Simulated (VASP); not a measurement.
# CoH3 (P6_3/mmc) in VASP: a series of runs

The runs below take CoH3 through single point, relaxation of cell and atoms, with PBE.

Everything below comes from runs of VASP 6.6.1. Logs are shortened: lines on timing, memory, paths and dates and some standing lists are left out, and cuts for length are marked.

### 1 The cell of the first run

Symmetry: P6_3/mmc, No. 194, hexagonal system. The conventional cell has a = 4.322 Å, b = 4.322 Å, c = 2.516 Å, α = 90.00°, β = 90.00°, γ = 120.00°. Co (site symmetry -6m2) has 12 H at 1.66 to 2.17 Å within 2.2 Å. H (site symmetry mm2) has 4 Co at 1.66 to 2.17 Å and 6 H at 1.88 to 1.89 Å within 2.2 Å.

The cell was generated, and may not be a known phase.

### 2 Single point, PBE

File INCAR:

```
SYSTEM = CoH3
ALGO = Normal ; EDIFF = 1E-6
ENCUT = 690 ; GGA = PE
GGA_COMPAT = .False. ; ISIF = 2
ISMEAR = 0 ; LASPH = .True.
LCHARG = .True. ; LELF = .True.
LREAL = .False. ; LVHAR = .True.
LWAVE = .False. ; NBANDS = 30
NELM = 120 ; PREC = Accurate
SIGMA = 0.1
```

File KPOINTS:

```
k-points
0
Gamma
  12 12 12
  0 0 0
```

File POSCAR:

```
CoH3
1.0
    4.3220451424      0.0000000000      0.0000000000
   -2.1610225712      3.7430008896      0.0000000000
    0.0000000000      0.0000000000      2.5157992771
Co H
2 6
Direct
    0.3333333333      0.6666666667      0.7500000000
    0.6666666667      0.3333333333      0.2500000000
    0.1880570264      0.3761140528      0.2500000000
    0.6238859472      0.8119429736      0.2500000000
    0.1880570264      0.8119429736      0.2500000000
    0.8119429736      0.6238859472      0.7500000000
    0.3761140528      0.1880570264      0.7500000000
    0.8119429736      0.1880570264      0.7500000000
```

Potentials or basis: VASP PAW PBE potentials, release 64 (Co_sv, H).

Run with:

```
$ cat potpaw_PBE.64/Co_sv/POTCAR potpaw_PBE.64/H/POTCAR > POTCAR
$ mpirun -np 1 vasp_std > vasp.out
```

OUTCAR:

```text
SYSTEM = CoH3
   EDIFF = 1E-6
   ENCUT = 690
   GGA = PE
   ISIF = 2
   ISMEAR = 0
   LASPH = .True.
   LREAL = .False.
   NELM = 120
   PREC = Accurate

 ion  position               nearest neighbor table
   1  0.333  0.667  0.750-   5 1.66   5 1.66   3 1.66   3 1.66   4 1.66   4 1.66
   2  0.667  0.333  0.250-   8 1.66   8 1.66   6 1.66   6 1.66   7 1.66   7 1.66
   3  0.188  0.376  0.250-   1 1.66   1 1.66
   4  0.624  0.812  0.250-   1 1.66   1 1.66
   5  0.188  0.812  0.250-   1 1.66   1 1.66
   6  0.812  0.624  0.750-   2 1.66   2 1.66
   7  0.376  0.188  0.750-   2 1.66   2 1.66
   8  0.812  0.188  0.750-   2 1.66   2 1.66

  LATTYP: Found a hexagonal cell.
 ALAT       =     4.3220451424
 C/A-ratio  =     0.5820853772

  Lattice vectors:

 A1 = (   4.3220451424,   0.0000000000,   0.0000000000)
 A2 = (  -2.1610225712,   3.7430008896,   0.0000000000)
 A3 = (   0.0000000000,   0.0000000000,   2.5157992771)

Analysis of symmetry for initial positions (statically):
=====================================================================
 Subroutine PRICEL returns:
 Original cell was already a primitive cell.

 Routine SETGRP: Setting up the symmetry group for a
 hexagonal supercell.

 Subroutine GETGRP returns: Found 24 space group operations
 (whereof 12 operations were pure point group operations)
 out of a pool of 24 trial point group operations.

The static configuration has the point symmetry D_3d.
 The point group associated with its full space group is D_6h.

Analysis of symmetry for dynamics (positions and initial velocities):
=====================================================================
 Subroutine PRICEL returns:
 Original cell was already a primitive cell.

 Routine SETGRP: Setting up the symmetry group for a
 hexagonal supercell.

 Subroutine GETGRP returns: Found 24 space group operations
 (whereof 12 operations were pure point group operations)
 out of a pool of 24 trial point group operations.

The dynamic configuration has the point symmetry D_3d.
 The point group associated with its full space group is D_6h.

 Subroutine INISYM returns: Found 24 space group operations
 (whereof 12 operations are pure point group operations),
 and found     1 'primitive' translations

----------------------------------------------------------------------------------------

[... 103 lines left out ...]
   NELM   =    120;   NELMIN=  2; NELMDL= -5     # of ELM steps
   EDIFF  = 0.1E-05   stopping-criterion for ELM
   LREAL  =      F    real-space projection
   EDIFFG = 0.1E-04   stopping-criterion for IOM
   NSW    =      0    number of steps for IOM
   IBRION =     -1    ionic relax: 0-MD 1-quasi-New 2-CG
   NFREE  =      0    steps in history (QN), initial steepest desc. (CG)
   ISIF   =      2    stress and relaxation
   ISYM   =      2    0-nonsym 1-usesym 2-fastsym
   POTIM  = 0.5000    time-step for ionic-motion
   TEBEG  =    0.0;   TEEND  =   0.0 temperature during run
   PSTRESS=    0.0 pullay stress
   NELECT =      40.0000    total number of electrons
   NUPDOWN=      -1.0000    fix difference up-down
   EMIN   =  10.00;   EMAX   =-10.00  energy-range for DOS
   EFERMI =   0.00;   METHOD = LEGACY
   ISMEAR =     0;   SIGMA  =   0.10  broadening in eV -4-tet -1-fermi 0-gaus
   EFERMI_NEDOS =   21; number of points for ismear=-14 and -15
   IALGO  =     38    algorithm
   IMIX   =      4    mixing-type and parameters
     AMIX     =   0.40;   BMIX     =  1.00
     AMIX_MAG =   1.60;   BMIX_MAG =  1.00
  volume/ion in A,a.u.               =       5.09        34.33
  Fermi-wavevector in a.u.,A,eV,Ry     =   1.627670  3.075851 36.046056  2.649310
  Thomas-Fermi vector in A             =   2.720427
   LORBIT       =      0    0 simple, 1 ext, 2 COOP (PROOUT), +10 PAW based schemes
   GGA     = PE    functional components
   LHFCALC =     F    Hartree Fock is set to
   AEXX    =    0.0000 exact exchange contribution
   IVDW    =     0    specifies the selected vdW correction
   LEPSILON=     F    determine dielectric tensor
   LRPA    =     F    only Hartree local field effects (RPA)
 non-spin polarized calculation
 Gauss-broadening in eV      SIGMA  =   0.10
  energy-cutoff  :      690.00
  volume of cell :       40.70
 maximum number of plane-waves:      1694
 NGX is ok and might be reduce to    40
   NGX = 19   NGY = 19   NGZ = 11

 number of electron      39.9999985 magnetization

 Free energy of the ion-electron system (eV)
  ---------------------------------------------------
  ext. energy  EPLUGINS =         0.00000000
  ---------------------------------------------------
  free energy    TOTEN  =       -32.73024801 eV

  energy without entropy =      -32.72046716  energy(sigma->0) =      -32.72535759

 E-fermi :   7.2649     XC(G=0): -12.1005

 val. band max:        7.2534460606   @ k =   0.3333   0.0000   0.4167
 cond. band min:       7.2710180863   @ k =   0.0833   0.0000   0.0833
 fundamental gap:      0.0175720257
 Fermi energy:         7.2648520693

 k-point     1 :       0.0000    0.0000    0.0000
  band No.  band energies     occupation
      1     -87.5013      2.00000
      2     -87.4893      2.00000
      3     -51.0068      2.00000
      4     -50.9869      2.00000
      5     -50.7065      2.00000
      6     -50.7065      2.00000
[... 781 lines left out ...]
     29      23.2732      0.00000
     30      24.6135      0.00000

 [... further k-points ...]
[... 5 lines left out ...]
  --------------------------------------------------------------------------------------
  -------------------------------------------------------------------------------------
  Total       -0.2126058     -0.2126058     -0.1897003     -0.0000000     -0.0000000      0.0000000
  in kB       -8.3695193     -8.3695193     -7.4678120     -0.0000000     -0.0000000      0.0000000
  external PRESSURE =      -8.0689502 kB  Pullay stress =       0.0000000 kB

 VOLUME and BASIS-vectors are now :
 -----------------------------------------------------------------------------
  energy-cutoff  :      690.00
  volume of cell :       40.70
      direct lattice vectors                 reciprocal lattice vectors
     4.322045142  0.000000000  0.000000000     0.231371947  0.133582656  0.000000000
    -2.161022571  3.743000890  0.000000000     0.000000000  0.267165312  0.000000000
     0.000000000  0.000000000  2.515799277     0.000000000  0.000000000  0.397487991

 POSITION                                       TOTAL-FORCE (eV/Angst)
 -----------------------------------------------------------------------------------
     -0.00000      2.49533      1.88685        -0.000000      0.000000      0.000000
      2.16102      1.24767      0.62895         0.000000      0.000000      0.000000
      0.00000      1.40780      0.62895        -0.000000      0.001435     -0.000000
      0.94184      3.03910      0.62895        -0.001243     -0.000718     -0.000000
     -0.94184      3.03910      0.62895         0.001243     -0.000718     -0.000000
      2.16102      2.33521      1.88685         0.000000     -0.001435     -0.000000
      1.21919      0.70390      1.88685         0.001243      0.000718      0.000000
      3.10286      0.70390      1.88685        -0.001243      0.000718      0.000000
 -----------------------------------------------------------------------------------
    total drift:                               -0.000000      0.000000     -0.000000

  FREE ENERGIE OF THE ION-ELECTRON SYSTEM (eV)
  ---------------------------------------------------
  free  energy   TOTEN  =       -32.7302480148 eV

  energy  without entropy=      -32.7204671622  energy(sigma->0) =      -32.72535759
```

OSZICAR:

```text
N       E                     dE             d eps       ncg     rms          rms(c)
DAV:   1     0.824548217462E+03    0.82455E+03   -0.26582E+04 10086   0.385E+03
DAV:   2     0.417411298466E+02   -0.78281E+03   -0.75006E+03 11632   0.104E+03
DAV:   3    -0.344265088729E+02   -0.76168E+02   -0.75132E+02 11718   0.302E+02
DAV:   4    -0.359364846559E+02   -0.15100E+01   -0.15066E+01 10614   0.397E+01
DAV:   5    -0.360626875433E+02   -0.12620E+00   -0.12620E+00 12030   0.162E+01    0.223E+01
DAV:   6    -0.364131878561E+02   -0.35050E+00   -0.29941E+01 10588   0.131E+02    0.230E+01
DAV:   7    -0.327980962173E+02    0.36151E+01   -0.11544E+01  9920   0.808E+01    0.331E+00
DAV:   8    -0.327409780384E+02    0.57118E-01   -0.23668E-01  9946   0.454E+00    0.124E+00
DAV:   9    -0.327294812834E+02    0.11497E-01   -0.30999E-02 12076   0.183E+00    0.220E-01
DAV:  10    -0.327301809000E+02   -0.69962E-03   -0.27731E-03 10194   0.799E-01    0.840E-02
DAV:  11    -0.327302327795E+02   -0.51880E-04   -0.33043E-04 10292   0.406E-01    0.260E-02
DAV:  12    -0.327302461528E+02   -0.13373E-04   -0.37142E-05 10990   0.896E-02    0.122E-02
DAV:  13    -0.327302476617E+02   -0.15089E-05   -0.34996E-06  8814   0.308E-02    0.215E-03
DAV:  14    -0.327302480148E+02   -0.35307E-06   -0.62683E-07  5888   0.138E-02
   1 F= -.32730248E+02 E0= -.32725358E+02  d E =-.978085E-02
```

stdout:

```text
POSCAR found type information on POSCAR CoH
 POSCAR found :  2 types and       8 ions
 scaLAPACK will be used
 LDA part: xc-table for (Slater+PW92), standard interpolation
 POSCAR, INCAR and KPOINTS ok, starting setup
 FFT: planning ... GRIDC
 FFT: planning ... GRID_SOFT
 FFT: planning ... GRID
 WAVECAR not read
 entering main loop
```

It took 2.4 min on 1 thread of Intel Xeon 6975P-C (Granite Rapids), shared host; peak memory 0.32 GiB.

What came out:

* Free energy: -32.7302 eV
* Pressure: -0.8 GPa
* Band gap on the k mesh: zero (bands 20 and 21 overlap by 2.34 eV)

Stress tensor (GPa, compression positive):
```
-0.84  0.00  0.00
 0.00 -0.84  0.00
 0.00  0.00 -0.75
```

Caveat: the run has no spin polarisation, though such a crystal can be magnetic.

### 3 Relaxation of cell and atoms, PBE

This run uses another cell than the first one, of 5.15 Å³/atom.

File INCAR:

```
SYSTEM = CoH3
  PREC = Accurate
  ENCUT = 600
  EDIFF = 1E-6
  ISMEAR = 0
  SIGMA = 0.1
  LREAL = .False.
  LASPH = .True.
  NELM = 80
  ALGO = Fast
  ISIF = 3
  LWAVE = .False.
  LCHARG = .False.
  GGA = PE
  IBRION = 2
  NSW = 100
  EDIFFG = -0.01
```

File KPOINTS:

```
regular mesh
0
Gamma
  12 12 12
  0 0 0
```

File POSCAR:

```
CoH3
1.0
    4.3411326557      0.0000000000      0.0000000000
   -2.1705663278      3.7595311610      0.0000000000
    0.0000000000      0.0000000000      2.5229004619
Co H
2 6
Direct
    0.3333333333      0.6666666667      0.7500000000
    0.6666666667      0.3333333333      0.2500000000
    0.1902485945      0.3804971890      0.2500000000
    0.6195028110      0.8097514055      0.2500000000
    0.1902485945      0.8097514055      0.2500000000
    0.8097514055      0.6195028110      0.7500000000
    0.3804971890      0.1902485945      0.7500000000
    0.8097514055      0.1902485945      0.7500000000
```

Potentials or basis: VASP PAW PBE potentials, release 64 (Co, H).

Run with:

```
$ cat potpaw_PBE.64/Co/POTCAR potpaw_PBE.64/H/POTCAR > POTCAR
$ mpirun -np 1 vasp_std > vasp.out
```

Run time: 12 min. Hardware: 1 thread of Oxide Virtual Turin-like, shared host; peak memory 0.22 GiB.

Results (log left out):

| Quantity | Value |
| --- | --- |
| Free energy | -32.5766 eV |
| Relaxed volume | 5.05 Å³/atom |
| Relaxed cell | a = 4.302 Å, b = 4.302 Å, c = 2.522 Å, α = 90.00°, β = 90.00°, γ = 120.00° |
| Space group after relaxing (to 0.1 Å) | P6_3/mmc (No. 194) |
| Energy gained by relaxing | 0.9 meV/atom |
| Ionic steps | 12 |
| Pressure after relaxing | 0.1 GPa |
| Band gap on the k mesh | zero (bands 12 and 13 overlap by 2.39 eV) |

Stress tensor (GPa, compression positive):
```
0.09 0.00 0.00
0.00 0.09 0.00
0.00 0.00 0.25
```

The path:
```
step  energy change (eV)  largest force (eV/Å)  pressure (GPa)  volume (Å³)
   1              0.0000                0.0920           -0.44        41.18
   2             -0.0024                0.0647           -0.37        41.09
   3             -0.0044                0.0295           -0.55        40.98
   4             -0.0042                0.0411           -0.47        40.76
   5             -0.0050                0.0033           -0.43        40.88
   6             -0.0057                0.0032           -0.30        40.73
   7             -0.0061                0.0239            0.88        40.29
   8             -0.0063                0.0189            0.79        40.40
   9             -0.0062                0.0112            0.19        40.56
  10             -0.0063                0.0160            0.53        40.46
  11             -0.0067                0.0089            0.39        40.44
  12             -0.0069                0.0013            0.14        40.42
```

Final structure:
```
CELL_PARAMETERS angstrom
4.30169 0.00000 0.00000
-2.15085 3.72537 0.00000
0.00000 0.00000 2.52223
ATOMIC_POSITIONS crystal
Co 0.33333 0.66667 0.75000
Co 0.66667 0.33333 0.25000
H 0.18735 0.37471 0.25000
H 0.62529 0.81265 0.25000
H 0.18735 0.81265 0.25000
H 0.81265 0.62529 0.75000
H 0.37471 0.18735 0.75000
H 0.81265 0.18735 0.75000
```

Levels at points of the mesh, in eV from the Fermi level:
```csv
k point,band 9,band 10,band 11,band 12,band 13,band 14,band 15,band 16
"(0.00, 0.00, 0.00)",-1.16,-0.57,-0.57,-0.56,-0.56,2.00,2.00,2.35
"(0.50, 0.00, 0.00)",-1.26,-1.10,-0.69,-0.69,-0.46,1.91,3.24,4.29
"(0.00, 0.00, 0.50)",-0.62,-0.62,0.19,0.19,4.27,4.27,4.27,4.27
"(0.50, 0.00, 0.50)",-1.05,-1.05,-0.25,-0.25,2.40,2.40,3.79,3.79
```

Caveat: the run has no spin polarisation, though such a crystal can be magnetic.

The gap in the log of VASP goes by the Fermi energy; the results here count the filled bands.